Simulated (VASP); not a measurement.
# BaTiO3 in VASP: a series of runs

BaTiO3 is run at these levels: PBE+U, PBE+D3(BJ), PBE, revPBE; tasks: relaxation of cell and atoms, single point.

Program: VASP 6.6.1. These are calculated values, not measurements. Logs are shortened: lines on timing, memory, paths and dates and some standing lists are left out, and cuts for length are marked.

### 1 The cell of the first run

It takes space group P4mm (No. 99, tetragonal). Conventional cell: a = 4.000 Å, b = 4.000 Å, c = 4.018 Å, α = 90.00°, β = 90.00°, γ = 90.00°. Ba (site symmetry 4mm) has 12 O at 2.79 to 2.88 Å and 8 Ti at 3.45 to 3.49 Å within 3.7 Å. Within 2.5 Å of Ti (site symmetry 4mm) lie 6 O at 1.89 to 2.13 Å. Within 2.7 Å of O (site symmetry 2mm) lie 2 Ti at 2.00 Å. O (site symmetry 4mm) has 2 Ti at 1.89 to 2.13 Å within 2.5 Å.

### 2 Relaxation of cell and atoms, PBE+U

INCAR reads:

```
PREC = Accurate
ENCUT = 600
EDIFF = 1E-6
ISMEAR = -1
SIGMA = 0.05
LREAL = False
LASPH = True
NELM = 150
ALGO = Normal
ISIF = 3
LWAVE = False
LCHARG = False
LMAXMIX = 4
LDAU = True
LDAUTYPE = 2
LDAUL = -1 2 -1
LDAUU = 0 5 0
LDAUJ = 0 0 0
LDAUPRINT = 1
GGA = PE
IBRION = 2
NSW = 60
EDIFFG = -0.01
```

KPOINTS reads:

```
Automatic mesh
0
Gamma
  7 7 7
```

POSCAR reads:

```
BaTiO3
1.0
    3.9998000000      0.0000000000      0.0000000000
    0.0000000000      3.9998000000      0.0000000000
    0.0000000000      0.0000000000      4.0180000000
Ba Ti O
1 1 3
Direct
    0.0000000000      0.0000000000      0.0000000000
    0.5000000000      0.5000000000      0.4900000000
    0.0000000000      0.5000000000      0.5170000000
    0.5000000000      0.0000000000      0.5170000000
    0.5000000000      0.5000000000      0.0190000000
```

Potentials or basis: VASP PAW PBE potentials, release 64 (Ba_sv, Ti_sv, O).

Launch:

```console
> cat potpaw_PBE.64/Ba_sv/POTCAR potpaw_PBE.64/Ti_sv/POTCAR potpaw_PBE.64/O/POTCAR > POTCAR
> mpirun -np 1 vasp_std > vasp.out
```

OUTCAR:

```text
PREC = Accurate
   ENCUT = 600
   EDIFF = 1E-6
   ISMEAR = -1
   LREAL = False
   LASPH = True
   NELM = 150
   ISIF = 3
   GGA = PE
   IBRION = 2
   NSW = 60
   EDIFFG = -0.01

 ion  position               nearest neighbor table
   1  0.000  0.000  0.000-   3 2.79   4 2.79   3 2.79   4 2.79   5 2.83   5 2.83   5 2.83   5 2.83
                             4 2.88   3 2.88   4 2.88   3 2.88   2 3.45   2 3.45   2 3.45   2 3.45
   2  0.500  0.500  0.490-   5 1.89   4 2.00   3 2.00   4 2.00   3 2.00   5 2.13   1 3.45   1 3.45
                             1 3.45   1 3.45   1 3.49   1 3.49   1 3.49   1 3.49
   3  0.000  0.500  0.517-   2 2.00   2 2.00   1 2.79   1 2.79   1 2.88   1 2.88
   4  0.500  0.000  0.517-   2 2.00   2 2.00   1 2.79   1 2.79   1 2.88   1 2.88
   5  0.500  0.500  0.019-   2 1.89   2 2.13   1 2.83   1 2.83   1 2.83   1 2.83

  LATTYP: Found a simple tetragonal cell.
 ALAT       =     3.9998000000
 C/A-ratio  =     1.0045502275

  Lattice vectors:

 A1 = (   3.9998000000,   0.0000000000,   0.0000000000)
 A2 = (   0.0000000000,   3.9998000000,   0.0000000000)
 A3 = (   0.0000000000,   0.0000000000,   4.0180000000)

Analysis of symmetry for initial positions (statically):
=====================================================================
 Subroutine PRICEL returns:
 Original cell was already a primitive cell.

 Routine SETGRP: Setting up the symmetry group for a
 simple tetragonal supercell.

 Subroutine GETGRP returns: Found  8 space group operations
 (whereof  8 operations were pure point group operations)
 out of a pool of 16 trial point group operations.

The static configuration has the point symmetry C_4v.

Analysis of symmetry for dynamics (positions and initial velocities):
=====================================================================
 Subroutine PRICEL returns:
 Original cell was already a primitive cell.

 Routine SETGRP: Setting up the symmetry group for a
 simple tetragonal supercell.

 Subroutine GETGRP returns: Found  8 space group operations
 (whereof  8 operations were pure point group operations)
 out of a pool of 16 trial point group operations.

The dynamic configuration has the point symmetry C_4v.

 Subroutine INISYM returns: Found  8 space group operations
 (whereof  8 operations are pure point group operations),
 and found     1 'primitive' translations

----------------------------------------------------------------------------------------

                                     Primitive cell

  volume of cell :      64.2816

  direct lattice vectors                    reciprocal lattice vectors
     3.999800000  0.000000000  0.000000000     0.250012501  0.000000000  0.000000000
     0.000000000  3.999800000  0.000000000     0.000000000  0.250012501  0.000000000
     0.000000000  0.000000000  4.018000000     0.000000000  0.000000000  0.248880040

  length of vectors
     3.999800000  3.999800000  4.018000000     0.250012501  0.250012501  0.248880040

  position of ions in fractional coordinates (direct lattice)
     0.000000000  0.000000000  0.000000000
     0.500000000  0.500000000  0.490000000
     0.000000000  0.500000000  0.517000000
     0.500000000  0.000000000  0.517000000
     0.500000000  0.500000000  0.019000000

  ion indices of the primitive-cell ions
   primitive index   ion index
                 1           1
                 2           2
                 3           3
                 4           4
                 5           5

----------------------------------------------------------------------------------------

 KPOINTS: Automatic mesh
[... 78 lines left out ...]
   PSTRESS=    0.0 pullay stress
   NELECT =      40.0000    total number of electrons
   NUPDOWN=      -1.0000    fix difference up-down
   EMIN   =  10.00;   EMAX   =-10.00  energy-range for DOS
   EFERMI =   0.00;   METHOD = LEGACY
   ISMEAR =    -1;   SIGMA  =   0.05  broadening in eV -4-tet -1-fermi 0-gaus
   EFERMI_NEDOS =   21; number of points for ismear=-14 and -15
   IALGO  =     38    algorithm
   IMIX   =      4    mixing-type and parameters
     AMIX     =   0.40;   BMIX     =  1.00
     AMIX_MAG =   1.60;   BMIX_MAG =  1.00
  volume/ion in A,a.u.               =      12.86        86.76
  Fermi-wavevector in a.u.,A,eV,Ry     =   1.397653  2.641181 26.578078  1.953434
  Thomas-Fermi vector in A             =   2.520888
   LORBIT       =      0    0 simple, 1 ext, 2 COOP (PROOUT), +10 PAW based schemes
 LDA+U is selected, type is set to LDAUTYPE =  2
   angular momentum for each species LDAUL =    -1    2   -1
   U (eV)           for each species LDAUU =   0.0  5.0  0.0
   J (eV)           for each species LDAUJ =   0.0  0.0  0.0
   GGA     = PE    functional components
   LHFCALC =     F    Hartree Fock is set to
   AEXX    =    0.0000 exact exchange contribution
   IVDW    =     0    specifies the selected vdW correction
   LEPSILON=     F    determine dielectric tensor
   LRPA    =     F    only Hartree local field effects (RPA)
 conjugate gradient relaxation of ions
 non-spin polarized calculation
  energy-cutoff  :      600.00
  volume of cell :       64.28
 maximum number of plane-waves:      2174
 NGX is ok and might be reduce to    32
   NGX = 15   NGY = 15   NGZ = 17

--------------------------------------- Ionic step        1  -------------------------------------------

 number of electron      39.9999999 magnetization

 Free energy of the ion-electron system (eV)
  ---------------------------------------------------
  ext. energy  EPLUGINS =         0.00000000
  ---------------------------------------------------
  free energy    TOTEN  =       -36.63975357 eV

  energy without entropy =      -36.63975357  energy(sigma->0) =      -36.63975357

------------------------ aborting loop because EDIFF is reached ----------------------------------------

  FORCE on cell =-STRESS in cart. coord.  units (eV):
  Direction    XX          YY          ZZ          XY          YZ          ZX
  --------------------------------------------------------------------------------------
  -------------------------------------------------------------------------------------
  Total        3.0857886      3.0857886      3.6252733      0.0000000      0.0000000      0.0000000
  in kB       76.9113199     76.9113199     90.3576342      0.0000000      0.0000000      0.0000000
  external PRESSURE =      81.3934247 kB  Pullay stress =       0.0000000 kB
[... 98 lines left out ...]
  FREE ENERGIE OF THE ION-ELECTRON SYSTEM (eV)
  ---------------------------------------------------
  free  energy   TOTEN  =       -36.7202288395 eV

  energy  without entropy=      -36.7202288395  energy(sigma->0) =      -36.72022884

[... ionic steps 4 to 10 ...]

--------------------------------------- Ionic step       11  -------------------------------------------

 number of electron      40.0000010 magnetization

------------------------ aborting loop because EDIFF is reached ----------------------------------------
[... 67 lines left out ...]
  FREE ENERGIE OF THE ION-ELECTRON SYSTEM (eV)
  ---------------------------------------------------
  free  energy   TOTEN  =       -36.7304926099 eV

  energy  without entropy=      -36.7304926098  energy(sigma->0) =      -36.73049261

atom =   2  type =  2  l = 2

 onsite density matrix

spin component  1

  0.0973 -0.0000  0.0000 -0.0000 -0.0000
 -0.0000  0.0971 -0.0000 -0.0000  0.0000
  0.0000 -0.0000  0.2266 -0.0000 -0.0000
 -0.0000 -0.0000 -0.0000  0.0971 -0.0000
 -0.0000  0.0000 -0.0000 -0.0000  0.2268

spin component  2

  0.0973 -0.0000  0.0000 -0.0000 -0.0000
 -0.0000  0.0971 -0.0000 -0.0000  0.0000
  0.0000 -0.0000  0.2266 -0.0000 -0.0000
 -0.0000 -0.0000 -0.0000  0.0971 -0.0000
 -0.0000  0.0000 -0.0000 -0.0000  0.2268

 occupancies and eigenvectors

  o =  0.0971  v =  0.0000 -0.8011 -0.0000 -0.5986  0.0000  0.0000  0.0000  0.0000  0.0000  0.0000      0.0000  0.0000  0.0000  0.0000  0.0000  0.0000  0.0000  0.0000  0.0000  0.0000
  o =  0.0971  v =  0.0000  0.0000  0.0000  0.0000  0.0000  0.0000 -0.8011 -0.0000 -0.5986  0.0000      0.0000  0.0000  0.0000  0.0000  0.0000  0.0000  0.0000  0.0000  0.0000  0.0000
  o =  0.0971  v =  0.0000 -0.5986 -0.0000  0.8011  0.0000  0.0000  0.0000  0.0000  0.0000  0.0000      0.0000  0.0000  0.0000  0.0000  0.0000  0.0000  0.0000  0.0000  0.0000  0.0000
  o =  0.0971  v =  0.0000  0.0000  0.0000  0.0000  0.0000  0.0000 -0.5986 -0.0000  0.8011  0.0000      0.0000  0.0000  0.0000  0.0000  0.0000  0.0000  0.0000  0.0000  0.0000  0.0000
  o =  0.0973  v =  0.0000  0.0000  0.0000  0.0000  0.0000  1.0000  0.0000  0.0000  0.0000  0.0000      0.0000  0.0000  0.0000  0.0000  0.0000  0.0000  0.0000  0.0000  0.0000  0.0000
  o =  0.0973  v =  1.0000  0.0000  0.0000  0.0000  0.0000  0.0000  0.0000  0.0000  0.0000  0.0000      0.0000  0.0000  0.0000  0.0000  0.0000  0.0000  0.0000  0.0000  0.0000  0.0000
  o =  0.2266  v =  0.0000  0.0000 -1.0000  0.0000  0.0000  0.0000  0.0000  0.0000  0.0000  0.0000      0.0000  0.0000  0.0000  0.0000  0.0000  0.0000  0.0000  0.0000  0.0000  0.0000
  o =  0.2266  v =  0.0000  0.0000  0.0000  0.0000  0.0000  0.0000  0.0000 -1.0000  0.0000  0.0000      0.0000  0.0000  0.0000  0.0000  0.0000  0.0000  0.0000  0.0000  0.0000  0.0000
  o =  0.2268  v =  0.0000  0.0000  0.0000  0.0000  0.0000  0.0000 -0.0000 -0.0000  0.0000 -1.0000      0.0000  0.0000  0.0000  0.0000  0.0000  0.0000  0.0000  0.0000  0.0000  0.0000
  o =  0.2268  v =  0.0000 -0.0000 -0.0000  0.0000 -1.0000  0.0000  0.0000  0.0000  0.0000  0.0000      0.0000  0.0000  0.0000  0.0000  0.0000  0.0000  0.0000  0.0000  0.0000  0.0000

--------------------------------------- Ionic step       13  -------------------------------------------

 number of electron      40.0000007 magnetization

 Free energy of the ion-electron system (eV)
  ---------------------------------------------------
  ext. energy  EPLUGINS =         0.00000000
  ---------------------------------------------------
  free energy    TOTEN  =       -36.73061585 eV

  energy without entropy =      -36.73061585  energy(sigma->0) =      -36.73061585

 E-fermi :   4.7343     XC(G=0): -11.0396

 val. band max:        3.6157155365   @ k =   0.4286   0.4286   0.4286
 cond. band min:       5.9115829648   @ k =   0.0000   0.0000   0.0000
 fundamental gap:      2.2958674283
 Fermi energy:         4.7343013727

 k-point     1 :       0.0000    0.0000    0.0000
  band No.  band energies     occupation
      1     -54.5591      2.00000
      2     -30.6855      2.00000
      3     -30.6854      2.00000
      4     -30.6854      2.00000
      5     -21.2546      2.00000
      6     -13.1898      2.00000
[... 637 lines left out ...]
     23       7.6076      0.00000
     24       7.9696      0.00000

 [... further k-points ...]
[... 5 lines left out ...]
  --------------------------------------------------------------------------------------
  -------------------------------------------------------------------------------------
  Total        0.0052138      0.0052138     -0.0301463      0.0000000      0.0000000      0.0000000
  in kB        0.1246620      0.1246620     -0.7208017      0.0000000      0.0000000      0.0000000
  external PRESSURE =      -0.1571592 kB  Pullay stress =       0.0000000 kB
[... 20 lines left out ...]
  FREE ENERGIE OF THE ION-ELECTRON SYSTEM (eV)
  ---------------------------------------------------
  free  energy   TOTEN  =       -36.7306158473 eV

  energy  without entropy=      -36.7306158473  energy(sigma->0) =      -36.73061585

 reached required accuracy - stopping structural energy minimisation
```

Wall time 3.8 min (1 thread of Intel Xeon Platinum 8488C (Sapphire Rapids), shared host); peak memory 0.25 GiB.

Results:

```yaml
Free_energy: -36.7306 eV
Relaxed_volume: 13.40 Å³/atom
Relaxed_cell: a = 4.061 Å, b = 4.061 Å, c = 4.063 Å, α = 90.00°, β = 90.00°, γ = 90.00°
Space_group_after_relaxing_to_0.05_Å: Pm-3m (No. 221)
Energy_gained_by_relaxing: 18.2 meV/atom
Ionic_steps: 13
Pressure_after_relaxing: 0.0 GPa
Largest_force_after_relaxing: 0.009 eV/Å
Band_gap_on_the_k_mesh: 2.30 eV, indirect (least direct gap 2.47 eV)
```

Forces in eV/Å, atoms in the order of the input:
```
Ba   0.000  0.000 -0.004
Ti   0.000  0.000 -0.007
O    0.000  0.000  0.009
O    0.000  0.000  0.009
O    0.000  0.000 -0.008
```

The path:
| step | energy change (eV) | largest force (eV/Å) | pressure (GPa) | volume (Å³) |
| --- | --- | --- | --- | --- |
| 1 | 0.0000 | 0.6187 | 8.14 | 64.28 |
| 2 | -0.0046 | 0.2634 | -7.00 | 70.55 |
| 3 | -0.0805 | 0.1975 | -0.25 | 67.33 |
| 4 | -0.0805 | 0.2040 | -0.17 | 67.27 |
| 5 | -0.0836 | 0.1408 | -0.03 | 67.20 |
| 6 | -0.0860 | 0.1848 | 0.19 | 67.04 |
| 7 | -0.0882 | 0.1509 | -0.18 | 67.15 |
| 8 | -0.0894 | 0.0939 | -0.78 | 67.35 |
| 9 | -0.0904 | 0.0289 | -0.02 | 67.01 |
| 10 | -0.0905 | 0.0334 | -0.04 | 67.03 |
| 11 | -0.0904 | 0.0363 | -0.08 | 67.05 |
| 12 | -0.0907 | 0.0238 | -0.06 | 67.03 |
| 13 | -0.0909 | 0.0093 | -0.02 | 67.01 |

Final structure:
```yaml
crystal:
  lattice:
    - [4.06105, 0.00000, 0.00000]
    - [0.00000, 4.06105, 0.00000]
    - [0.00000, 0.00000, 4.06305]
  atoms:
    - { symbol: Ba, position: [0.00000, 0.00000, 0.00898] }
    - { symbol: Ti, position: [0.50000, 0.50000, 0.50921] }
    - { symbol: O, position: [0.00000, 0.50000, 0.50821] }
    - { symbol: O, position: [0.50000, 0.00000, 0.50821] }
    - { symbol: O, position: [0.50000, 0.50000, 0.00839] }
```

Eigenvalues of the final occupation matrices:
| site | spin | trace | eigenvalues |
| --- | --- | --- | --- |
| site 2 d | 1 | 0.74 | 0.10 0.10 0.10 0.23 0.23 |
| site 2 d | 2 | 0.74 | 0.10 0.10 0.10 0.23 0.23 |

Caveat: spin-orbit coupling is left out, which moves the levels of the heavy elements.

(Part 1 of 2 ends here.)
